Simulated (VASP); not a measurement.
# Ta4HN in VASP: further runs, part 2 of 2

VASP 6.6.1. Earlier steps stand in the parts before.

## 3. Single point, PBEsol

INCAR reads:

```
  PREC = Accurate
  ENCUT = 520
  EDIFF = 1E-7
  ISMEAR = 0
  SIGMA = 0.1
  LREAL = False
  LASPH = True
  NELM = 80
  ALGO = Normal
  ISIF = 2
  LWAVE = False
  LCHARG = False
  LDIPOL = True
  IDIPOL = 3
  DIPOL = 0.5 0.5 0.508
  GGA = PS
  NBANDS = 34
```

KPOINTS reads:

```
Automatic mesh
0
Gamma
  11 11 1
```

POSCAR reads:

```
Ta4HN
1.0
    2.8410132458      0.0000000000      0.0000000000
   -0.9470044153      2.6785329754      0.0000000000
    0.0000000000      0.0000000000     26.9590328047
Ta N H
4 1 1
Direct
    0.5000000000      0.5000000000      0.3152932103
    0.0000000000      0.0000000000      0.4013377512
    0.5166578700      0.4806328484      0.4868618671
    0.0345716041     -0.0402876738      0.5741958224
    0.6658762699      1.3282985691      0.6179842409
    0.6118450015      1.3808577721      0.6549274483
```

Potentials or basis: VASP PAW PBE potentials, release 64 (Ta_pv, N, H).

Run with:

```sh
> cat potpaw_PBE.64/Ta_pv/POTCAR potpaw_PBE.64/N/POTCAR potpaw_PBE.64/H/POTCAR > POTCAR
> mpirun -np 1 vasp_std > vasp.out
```

OUTCAR:

```text
PREC = Accurate
   ENCUT = 520
   EDIFF = 1E-7
   ISMEAR = 0
   LREAL = False
   LASPH = True
   NELM = 80
   ISIF = 2
   GGA = PS

 ion  position               nearest neighbor table
   1  0.500  0.500  0.315-   2 2.84   2 2.84   2 3.28   2 3.28
   2  0.000  0.000  0.401-   3 2.83   3 2.83   1 2.84   1 2.84   3 3.21   1 3.28   1 3.28   3 3.33

   3  0.517  0.481  0.487-   2 2.83   2 2.83   4 2.87   4 2.87   2 3.21   4 3.24   2 3.33   4 3.37

   4  0.035  0.960  0.574-   5 2.08   5 2.11   5 2.11   3 2.87   3 2.87   3 3.24   3 3.37
   5  0.666  0.328  0.618-   6 1.03   4 2.08   4 2.11   4 2.11
   6  0.612  0.381  0.655-   5 1.03

  LATTYP: Found a base centered orthorhombic cell.
 ALAT       =     3.2805195245
 B/A-ratio  =     1.4142135624
 C/A-ratio  =     8.2179156697

  Lattice vectors:

 A1 = (   2.8410132458,   0.0000000000,   0.0000000000)
 A2 = (  -0.9470044153,   2.6785329754,   0.0000000000)
 A3 = (   0.0000000000,   0.0000000000,  26.9590328047)

Analysis of symmetry for initial positions (statically):
=====================================================================
 Subroutine PRICEL returns:
 Original cell was already a primitive cell.

 Routine SETGRP: Setting up the symmetry group for a
 base centered orthorhombic supercell.

 Subroutine GETGRP returns: Found  1 space group operations
 (whereof  1 operations were pure point group operations)
 out of a pool of  8 trial point group operations.

The static configuration has the point symmetry C_1 .

Analysis of symmetry for dynamics (positions and initial velocities):
=====================================================================
 Subroutine PRICEL returns:
 Original cell was already a primitive cell.

 Routine SETGRP: Setting up the symmetry group for a
 base centered orthorhombic supercell.

 Subroutine GETGRP returns: Found  1 space group operations
 (whereof  1 operations were pure point group operations)
 out of a pool of  8 trial point group operations.

The dynamic configuration has the point symmetry C_1 .

[... 135 lines left out ...]
   LEPSILON=     F    determine dielectric tensor
   LRPA    =     F    only Hartree local field effects (RPA)
 non-spin polarized calculation
 Gauss-broadening in eV      SIGMA  =   0.10
  energy-cutoff  :      520.00
  volume of cell :      205.15
 maximum number of plane-waves:      5565
 NGX is ok and might be reduce to    24
   NGX = 11   NGY = 11   NGZ =101

 dipolmoment           0.000000      0.000000      0.663577 electrons x Angstroem

 number of electron      50.0000000 magnetization

 dipolmoment           0.000000      0.000000     -0.094244 electrons x Angstroem

 Free energy of the ion-electron system (eV)
  ---------------------------------------------------
  ext. energy  EPLUGINS =         0.00000000
  ---------------------------------------------------
  free energy    TOTEN  =       -62.02776589 eV

  energy without entropy =      -61.99931055  energy(sigma->0) =      -62.01353822

 E-fermi :   0.0009     XC(G=0):  -5.6463

 val. band max:       -0.0093176950   @ k =   0.4545   0.0000   0.0000
 cond. band min:       0.0065112023   @ k =   0.3636   0.0909   0.0000
 fundamental gap:      0.0158288974
 Fermi energy:         0.0009093301

 k-point     1 :       0.0000    0.0000    0.0000
  band No.  band energies     occupation
      1     -34.3335      2.00000
      2     -34.1945      2.00000
      3     -33.7595      2.00000
      4     -33.7274      2.00000
      5     -33.6216      2.00000
      6     -33.5171      2.00000
[... 877 lines left out ...]
     33       4.0471      0.00000
     34       4.2467      0.00000

 [... further k-points ...]

------------------------ aborting loop because EDIFF is reached ----------------------------------------

 vacuum level on the upper side and lower side of the slab       (xc-potential included)        -1.264         0.934

  FORCE on cell =-STRESS in cart. coord.  units (eV):
  Direction    XX          YY          ZZ          XY          YZ          ZX
  --------------------------------------------------------------------------------------
  -------------------------------------------------------------------------------------
  Total        1.4235613      0.0091793     -1.0266600     -1.9752904      0.0240772      0.0409192
  in kB       11.1176296      0.0716878     -8.0179376    -15.4264845      0.1880362      0.3195675
  external PRESSURE =       1.0571266 kB  Pullay stress =       0.0000000 kB

 VOLUME and BASIS-vectors are now :
 -----------------------------------------------------------------------------
  energy-cutoff  :      520.00
  volume of cell :      205.15
      direct lattice vectors                 reciprocal lattice vectors
     2.841013246  0.000000000  0.000000000     0.351987095  0.124446231  0.000000000
    -0.947004415  2.678532975  0.000000000     0.000000000  0.373338693  0.000000000
     0.000000000  0.000000000 26.959032805     0.000000000  0.000000000  0.037093319

 POSITION                                       TOTAL-FORCE (eV/Angst)
 -----------------------------------------------------------------------------------
      0.94700      1.33927      8.50000        -0.017988      0.016665      0.468583
      0.00000      0.00000     10.81968         0.015125     -0.024592     -0.473696
      1.01267      1.28739     13.12533         0.009595     -0.008697     -0.008745
     -0.81063      2.57062     15.47976        -0.015634      0.016691     -0.018694
      1.58086      0.87936     16.66026         0.010404     -0.004424      0.009930
      1.37759      1.02014     17.65621        -0.001503      0.004358      0.022621
 -----------------------------------------------------------------------------------
    total drift:                                0.000328     -0.000370     -0.000333

  FREE ENERGIE OF THE ION-ELECTRON SYSTEM (eV)
  ---------------------------------------------------
  free  energy   TOTEN  =       -62.0277658887 eV

  energy  without entropy=      -61.9993105526  energy(sigma->0) =      -62.01353822

 vacuum level on the upper side and lower side of the slab         2.518         4.761
```

OSZICAR:

```text
N       E                     dE             d eps       ncg     rms          rms(c)
DAV:   1     0.400989236041E+03    0.40099E+03   -0.27993E+04  5116   0.130E+03
DAV:   2    -0.446181294927E+02   -0.44561E+03   -0.43269E+03  4912   0.357E+02
DAV:   3    -0.673290542318E+02   -0.22711E+02   -0.22024E+02  5136   0.720E+01
[... 28 lines left out ...]
DAV:  32    -0.620277618946E+02   -0.64134E-05   -0.93516E-07  4668   0.326E-03    0.264E-03
DAV:  33    -0.620277646655E+02   -0.27708E-05   -0.55700E-07  4368   0.311E-03    0.136E-03
DAV:  34    -0.620277654271E+02   -0.76159E-06   -0.11433E-07  3928   0.134E-03    0.100E-03
DAV:  35    -0.620277658352E+02   -0.40814E-06   -0.14424E-07  3670   0.137E-03    0.440E-04
DAV:  36    -0.620277658887E+02   -0.53526E-07   -0.17690E-08  3504   0.630E-04
   1 F= -.62027766E+02 E0= -.62013538E+02  d E =-.284553E-01
```

Wall time 9.9 min (1 thread of Intel Xeon 6975P-C (Granite Rapids), shared host); peak memory 0.58 GiB.

What came out:

| Quantity | Value |
| --- | --- |
| Free energy | -62.0278 eV |
| Largest force | 0.475 eV/Å |
| Band gap on the k mesh | zero (bands 25 and 26 overlap by 1.33 eV) |

Forces on the atoms (eV/Å):
```
Ta  -0.018  0.017  0.469
Ta   0.015 -0.025 -0.474
Ta   0.010 -0.009 -0.009
Ta  -0.016  0.017 -0.019
N    0.010 -0.004  0.010
H   -0.002  0.004  0.023
```

Caveat: the PAW data sets were made with another functional, which shifts forces and pressure a little; spin-orbit coupling is left out, which moves the levels of the heavy elements.
